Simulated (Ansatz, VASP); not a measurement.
## Two plane-wave programs on Te2Mo

```xyz
6
Lattice="3.4964 0.0000 0.0000 -1.7482 3.0280 0.0000 0.0000 0.0000 13.7008" Properties=species:S:1:pos:R:3 pbc="T T T"
Te    0.0000    2.0186    8.4581
Te    1.7482    1.0093    1.6077
Te    0.0000    2.0186   12.0932
Te    1.7482    1.0093    5.2428
Mo    0.0000    2.0186    3.4252
Mo    1.7482    1.0093   10.2756
```

Alike in both runs: task single point; functional r2SCAN; k mesh 12 × 12 × 2; occupations gaussian, width 0.02 eV; no spin polarisation.

```csv
,VASP,Ansatz
version,VASP 6.6.1,Ansatz 0.2.0
potentials or method,"VASP PAW PBE potentials, release 64 (Te, Mo_sv), cutoff 520 eV","scalar-relativistic, plane waves, PAW"
valence electrons in the cell,52,92
```

|  | VASP | Ansatz | Ansatz less VASP |
| --- | --- | --- | --- |
| gap on the k mesh at the Fermi level (eV) | 0.75 | 0.76 | +0.007 |
| least direct gap on the mesh (eV) | 1.16 | 1.15 | -0.008 |

VASP's potentials were made for PBE, not for r2SCAN. VASP's potentials hold 52 valence electrons a cell and Ansatz's 92, so a difference there can come from the potentials and not from the codes.

Neither program's run includes spin-orbit coupling.
